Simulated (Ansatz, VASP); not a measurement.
# FePt: VASP beside Ansatz

```
Fe Pt
1.0
     3.05928    0.00000    0.00000
     0.00000    3.05928    0.00000
     0.00000    0.00000    3.05928
Fe Pt
1 1
Cartesian
  0.0000 0.0000 0.0000
  1.5296 1.5296 1.5296
```

Alike in both runs: task single point; functional PBE; k mesh 14 × 14 × 14; occupations gaussian, width 0.1 eV; collinear spin.

|  | VASP | Ansatz |
| --- | --- | --- |
| version | VASP 6.6.1 | Ansatz 0.2.0 |
| potentials or method | VASP PAW PBE potentials, release 64 (Fe, Pt), cutoff 520 eV | scalar-relativistic, plane waves, PAW |
| valence electrons in the cell | 18 | 34 |

|  | VASP | Ansatz | Ansatz less VASP |
| --- | --- | --- | --- |
| gap on the k mesh at the Fermi level (eV) | none | none | - |
| pressure (GPa) | -14.8 | 0.0 | +14.83 |
| net moment per atom (μB) | 0.00 | 1.73 | +1.731 |
| size of the moment on the site where the two differ most (μB) | 0.00 | 3.07 | +3.069 |

The net moments are unlike, so the other rows may belong to different states. Site moments also hang on the region over which each program counts them. A gap of «none» marks a metal or a gap that the smearing closes. VASP's potentials hold 18 valence electrons a cell and Ansatz's 34, so a difference there can come from the potentials and not from the codes.

Spin-orbit coupling is off throughout.
